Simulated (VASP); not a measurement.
# KBr (Fm-3m) in VASP: notebook

The runs below take KBr through single point, relaxation of cell and atoms, with RPBE, PBEsol+D4, LDA, PBEsol+D3(BJ).

Program: VASP 6.6.1. These are calculated values, not measurements. Logs are shortened: lines on timing, memory, paths and dates and some standing lists are left out, and cuts for length are marked.

### Step 1. The cell of the first run

It takes space group Fm-3m (No. 225, cubic). Conventional cell: a = 6.919 Å, b = 6.919 Å, c = 6.919 Å, α = 90.00°, β = 90.00°, γ = 90.00°. Br (site symmetry m-3m) has 6 K at 3.46 Å within 4.5 Å. K (site symmetry m-3m) has 6 Br at 3.46 Å within 4.5 Å.

### Step 2. Single point, RPBE

File INCAR:

```
ALGO = Normal
EDIFF = 1E-7
ENCUT = 520
GGA = RP
ISIF = 2
ISMEAR = -1
LASPH = True
LCHARG = False
LREAL = False
LWAVE = False
NBANDS = 15
NELM = 60
PREC = Accurate
SIGMA = 0.05
```

File KPOINTS:

```
k-points
0
Gamma
  7 7 7
```

File POSCAR:

```
KBr
1.0
    0.0000000000      3.4596263251      3.4596263251
    3.4596263251      0.0000000000      3.4596263251
    3.4596263251      3.4596263251      0.0000000000
Br K
1 1
Direct
    0.5000000000      0.5000000000      0.5000000000
    0.0000000000      0.0000000000      0.0000000000
```

Potentials or basis: VASP PAW PBE potentials, release 64 (Br, K_sv).

Run with:

```console
> cat potpaw_PBE.64/Br/POTCAR potpaw_PBE.64/K_sv/POTCAR > POTCAR
> mpirun -np 1 vasp_std > vasp.out
```

OUTCAR:

```text
EDIFF = 1E-7
   ENCUT = 520
   GGA = RP
   ISIF = 2
   ISMEAR = -1
   LASPH = True
   LREAL = False
   NELM = 60
   PREC = Accurate

 ion  position               nearest neighbor table
   1  0.500  0.500  0.500-
   2  0.000  0.000  0.000-

  LATTYP: Found a face centered cubic cell.
 ALAT       =     6.9192526502

  Lattice vectors:

 A1 = (   0.0000000000,   3.4596263251,   3.4596263251)
 A2 = (   3.4596263251,   0.0000000000,   3.4596263251)
 A3 = (   3.4596263251,   3.4596263251,   0.0000000000)

Analysis of symmetry for initial positions (statically):
=====================================================================
 Subroutine PRICEL returns:
 Original cell was already a primitive cell.

 Routine SETGRP: Setting up the symmetry group for a
 face centered cubic supercell.

 Subroutine GETGRP returns: Found 48 space group operations
 (whereof 48 operations were pure point group operations)
 out of a pool of 48 trial point group operations.

The static configuration has the point symmetry O_h .

Analysis of symmetry for dynamics (positions and initial velocities):
=====================================================================
 Subroutine PRICEL returns:
 Original cell was already a primitive cell.

 Routine SETGRP: Setting up the symmetry group for a
 face centered cubic supercell.

 Subroutine GETGRP returns: Found 48 space group operations
 (whereof 48 operations were pure point group operations)
 out of a pool of 48 trial point group operations.

The dynamic configuration has the point symmetry O_h .

 Subroutine INISYM returns: Found 48 space group operations
 (whereof 48 operations are pure point group operations),
 and found     1 'primitive' translations

----------------------------------------------------------------------------------------

                                     Primitive cell

  volume of cell :      82.8166

  direct lattice vectors                    reciprocal lattice vectors
     0.000000000  3.459626325  3.459626325    -0.144524279  0.144524279  0.144524279
     3.459626325  0.000000000  3.459626325     0.144524279 -0.144524279  0.144524279
     3.459626325  3.459626325  0.000000000     0.144524279  0.144524279 -0.144524279

  length of vectors
     4.892650470  4.892650470  4.892650470     0.250323394  0.250323394  0.250323394

  position of ions in fractional coordinates (direct lattice)
     0.500000000  0.500000000  0.500000000
[... 80 lines left out ...]
   ISYM   =      2    0-nonsym 1-usesym 2-fastsym
   POTIM  = 0.5000    time-step for ionic-motion
   TEBEG  =    0.0;   TEEND  =   0.0 temperature during run
   PSTRESS=    0.0 pullay stress
   NELECT =      16.0000    total number of electrons
   NUPDOWN=      -1.0000    fix difference up-down
   EMIN   =  10.00;   EMAX   =-10.00  energy-range for DOS
   EFERMI =   0.00;   METHOD = LEGACY
   ISMEAR =    -1;   SIGMA  =   0.05  broadening in eV -4-tet -1-fermi 0-gaus
   EFERMI_NEDOS =   21; number of points for ismear=-14 and -15
   IALGO  =     38    algorithm
   IMIX   =      4    mixing-type and parameters
     AMIX     =   0.40;   BMIX     =  1.00
     AMIX_MAG =   1.60;   BMIX_MAG =  1.00
  volume/ion in A,a.u.               =      41.41       279.44
  Fermi-wavevector in a.u.,A,eV,Ry     =   0.946402  1.788440 12.186421  0.895677
  Thomas-Fermi vector in A             =   2.074396
   LORBIT       =      0    0 simple, 1 ext, 2 COOP (PROOUT), +10 PAW based schemes
   GGA     = RP    functional components
   LHFCALC =     F    Hartree Fock is set to
   AEXX    =    0.0000 exact exchange contribution
   IVDW    =     0    specifies the selected vdW correction
   LEPSILON=     F    determine dielectric tensor
   LRPA    =     F    only Hartree local field effects (RPA)
 non-spin polarized calculation
  energy-cutoff  :      520.00
  volume of cell :       82.82
 maximum number of plane-waves:      2247
   NGX = 19   NGY = 19   NGZ = 19

 number of electron      15.9999997 magnetization

 Free energy of the ion-electron system (eV)
  ---------------------------------------------------
  ext. energy  EPLUGINS =         0.00000000
  ---------------------------------------------------
  free energy    TOTEN  =        -5.92648122 eV

  energy without entropy =       -5.92648122  energy(sigma->0) =       -5.92648122

 E-fermi :  -0.9923     XC(G=0):  -6.4810

 val. band max:       -2.1089417074   @ k =   0.0000   0.0000   0.0000
 cond. band min:       2.2894466430   @ k =   0.0000   0.0000   0.0000
 fundamental gap:      4.3983883504
 Fermi energy:        -0.9923131807

 k-point     1 :       0.0000    0.0000    0.0000
  band No.  band energies     occupation
      1     -30.3438      2.00000
      2     -14.2061      2.00000
      3     -13.7657      2.00000
      4     -13.7657      2.00000
      5     -13.7657      2.00000
      6      -2.1089      2.00000
      7      -2.1089      2.00000
      8      -2.1089      2.00000
      9       2.2894      0.00000
     10       5.6039      0.00000
     11       5.6039      0.00000
     12       5.6039      0.00000
     13       6.2925      0.00000
     14       6.2925      0.00000
[... 329 lines left out ...]
      2     -14.2598      2.00000
      3     -13.7997      2.00000
      4     -13.7874      2.00000
      5     -13.6564      2.00000
      6      -2.6132      2.00000
      7      -2.5918      2.00000
      8      -2.4166      2.00000
      9       5.0355      0.00000
     10       5.6463      0.00000
     11       5.8570      0.00000
     12       6.5666      0.00000
     13       7.9608      0.00000
     14       8.0185      0.00000
     15       8.5565      0.00000

------------------------ aborting loop because EDIFF is reached ----------------------------------------

  FORCE on cell =-STRESS in cart. coord.  units (eV):
  Direction    XX          YY          ZZ          XY          YZ          ZX
  --------------------------------------------------------------------------------------
  -------------------------------------------------------------------------------------
  Total        0.0182921      0.0182921      0.0182921     -0.0000000     -0.0000000      0.0000000
  in kB        0.3538805      0.3538805      0.3538805     -0.0000000     -0.0000000      0.0000000
  external PRESSURE =       0.3538805 kB  Pullay stress =       0.0000000 kB

 VOLUME and BASIS-vectors are now :
 -----------------------------------------------------------------------------
  energy-cutoff  :      520.00
  volume of cell :       82.82
      direct lattice vectors                 reciprocal lattice vectors
     0.000000000  3.459626325  3.459626325    -0.144524279  0.144524279  0.144524279
     3.459626325  0.000000000  3.459626325     0.144524279 -0.144524279  0.144524279
     3.459626325  3.459626325  0.000000000     0.144524279  0.144524279 -0.144524279

 POSITION                                       TOTAL-FORCE (eV/Angst)
 -----------------------------------------------------------------------------------
      3.45963      3.45963      3.45963         0.000000      0.000000      0.000000
      0.00000      0.00000      0.00000        -0.000000     -0.000000     -0.000000
 -----------------------------------------------------------------------------------
    total drift:                                0.000000      0.000000      0.000000

  FREE ENERGIE OF THE ION-ELECTRON SYSTEM (eV)
  ---------------------------------------------------
  free  energy   TOTEN  =        -5.9264812249 eV

  energy  without entropy=       -5.9264812249  energy(sigma->0) =       -5.92648122
```

stdout:

```text
POSCAR found type information on POSCAR BrK
 POSCAR found :  2 types and       2 ions
 scaLAPACK will be used
 -----------------------------------------------------------------------------
|                                                                             |
|                                                                             |
|     You enforced a specific xc type in the INCAR file but a different       |
|     I HOPE YOU KNOW WHAT YOU ARE DOING!                                     |
|                                                                             |
 -----------------------------------------------------------------------------

 LDA part: xc-table for (Slater+PW92), standard interpolation
 POSCAR, INCAR and KPOINTS ok, starting setup
 FFT: planning ... GRIDC
 FFT: planning ... GRID_SOFT
 FFT: planning ... GRID
 WAVECAR not read
 entering main loop
```

Wall time 17 s (1 thread of AMD EPYC 9R45 (Zen 5), shared host); peak memory 0.18 GiB.

What came out:

| Item | Value |
| --- | --- |
| Free energy | -5.9265 eV |
| Pressure | 0.0 GPa |
| Band gap on the k mesh | 4.40 eV |

Caveat: the PAW data sets were made with another functional, which shifts forces and pressure a little; an odd mesh through Γ misses points on the zone boundary, where band edges can lie.

### Step 3. Relaxation of cell and atoms, PBEsol+D4

This run uses another cell than the first one, of 35.94 Å³/atom.

File INCAR:

```
SYSTEM = KBr
PREC = Accurate
ENCUT = 600
EDIFF = 1E-6
ISMEAR = -1
SIGMA = 0.05
LREAL = .False.
LASPH = .True.
NELM = 100
ALGO = Normal
ISIF = 3
LWAVE = .False.
LCHARG = .False.
GGA = PS
IVDW = 13
IBRION = 2
NSW = 80
EDIFFG = -0.005
```

File KPOINTS:

```
regular mesh
0
Gamma
  7 7 7
  0 0 0
```

File POSCAR:

```
KBr
1.0
    0.0000000000      3.3000000000      3.3000000000
    3.3000000000      0.0000000000      3.3000000000
    3.3000000000      3.3000000000      0.0000000000
Br K
1 1
Direct
    0.5000000000      0.5000000000      0.5000000000
    0.0000000000      0.0000000000      0.0000000000
```

Potentials or basis: VASP PAW PBE potentials, release 64 (Br, K_sv).

Run with:

```console
> cat potpaw_PBE.64/Br/POTCAR potpaw_PBE.64/K_sv/POTCAR > POTCAR
> mpirun -np 1 vasp_std > vasp.out
```

OUTCAR:

```text
SYSTEM = KBr
   PREC = Accurate
   ENCUT = 600
   EDIFF = 1E-6
   ISMEAR = -1
   LREAL = .False.
   LASPH = .True.
   NELM = 100
   ISIF = 3
   GGA = PS
   IVDW = 13
   IBRION = 2
   NSW = 80
   EDIFFG = -0.005

 ion  position               nearest neighbor table
   1  0.500  0.500  0.500-   2 3.30   2 3.30   2 3.30   2 3.30   2 3.30   2 3.30
   2  0.000  0.000  0.000-   1 3.30   1 3.30   1 3.30   1 3.30   1 3.30   1 3.30

  LATTYP: Found a face centered cubic cell.
 ALAT       =     6.6000000000

  Lattice vectors:

 A1 = (   0.0000000000,   3.3000000000,   3.3000000000)
 A2 = (   3.3000000000,   0.0000000000,   3.3000000000)
 A3 = (   3.3000000000,   3.3000000000,   0.0000000000)

Analysis of symmetry for initial positions (statically):
=====================================================================
 Subroutine PRICEL returns:
 Original cell was already a primitive cell.
[... 167 lines left out ...]

------------------------ aborting loop because EDIFF is reached ----------------------------------------

  DFT-D4 for vdW energy calculation

  Edisp (eV):   -0.15072
[... 111 lines left out ...]
--------------------------------------- Ionic step        4  -------------------------------------------

 number of electron      16.0000001 magnetization

 Free energy of the ion-electron system (eV)
  ---------------------------------------------------
  ext. energy  EPLUGINS =         0.00000000
  ---------------------------------------------------
  free energy    TOTEN  =        -6.45825713 eV

  energy without entropy =       -6.45825713  energy(sigma->0) =       -6.45825713

 E-fermi :  -0.6278     XC(G=0):  -7.7208

 val. band max:       -1.6589212752   @ k =   0.0000   0.0000   0.0000
 cond. band min:       2.7233698622   @ k =   0.0000   0.0000   0.0000
 fundamental gap:      4.3822911374
 Fermi energy:        -0.6278300562

 k-point     1 :       0.0000    0.0000    0.0000
  band No.  band energies     occupation
      1     -29.1852      2.00000
      2     -14.0194      2.00000
      3     -12.7322      2.00000
      4     -12.7322      2.00000
      5     -12.7322      2.00000
      6      -1.6589      2.00000
      7      -1.6589      2.00000
      8      -1.6589      2.00000
      9       2.7234      0.00000
     10       5.8684      0.00000
     11       5.8684      0.00000
     12       5.8684      0.00000
[... 316 lines left out ...]
  FREE ENERGIE OF THE ION-ELECTRON SYSTEM (eV)
  ---------------------------------------------------
  free  energy   TOTEN  =        -6.6155941437 eV

  energy  without entropy=       -6.6155941436  energy(sigma->0) =       -6.61559414

 reached required accuracy - stopping structural energy minimisation
```

CONTCAR:

```text
KBr
   1.00000000000000
     0.0000000000000000    3.2546944114756209    3.2546944114756209
     3.2546944114756209    0.0000000000000000    3.2546944114756209
     3.2546944114756209    3.2546944114756209   -0.0000000000000000
  Br              K
     1     1
Direct
     0.5000000000000000    0.5000000000000000    0.5000000000000000
     0.0000000000000000    0.0000000000000000    0.0000000000000000

  0.00000000E+00  0.00000000E+00  0.00000000E+00
  0.00000000E+00  0.00000000E+00  0.00000000E+00
```

It took 44 s on 1 thread of AMD EPYC 9R45 (Zen 5), shared host; peak memory 0.22 GiB.

Results:

```yaml
Free_energy: -6.6156 eV
Relaxed_volume: 34.48 Å³/atom
Relaxed_cell: a = 4.603 Å, b = 4.603 Å, c = 4.603 Å, α = 60.00°, β = 60.00°, γ = 60.00°
Space_group_after_relaxing_to_0.1_Å: Fm-3m (No. 225)
Energy_gained_by_relaxing: 3.0 meV/atom
Ionic_steps: 4
Pressure_after_relaxing: 0.0 GPa
Band_gap_on_the_k_mesh: 4.38 eV
Dispersion_energy_per_atom: -0.079 eV
```

Step by step:
```csv
step,energy change (eV),largest force (eV/Å),pressure (GPa),volume (Å³)
1,0.0000,0.0000,-0.62,71.87
2,-0.0044,0.0000,-0.33,70.43
3,-0.0059,0.0000,-0.07,69.26
4,-0.0060,0.0000,0.00,68.95
```

Final structure:
```
Br K
1.0
     0.00000    3.25469    3.25469
     3.25469    0.00000    3.25469
     3.25469    3.25469    0.00000
Br K
1 1
Direct
  0.50000 0.50000 0.50000
  0.00000 0.00000 0.00000
```

Caveat: the PAW data sets were made with another functional, which shifts forces and pressure a little. A hybrid or GW would open this gap; PBEsol tends to underestimate it.

(Part 1 of 2 ends here.)
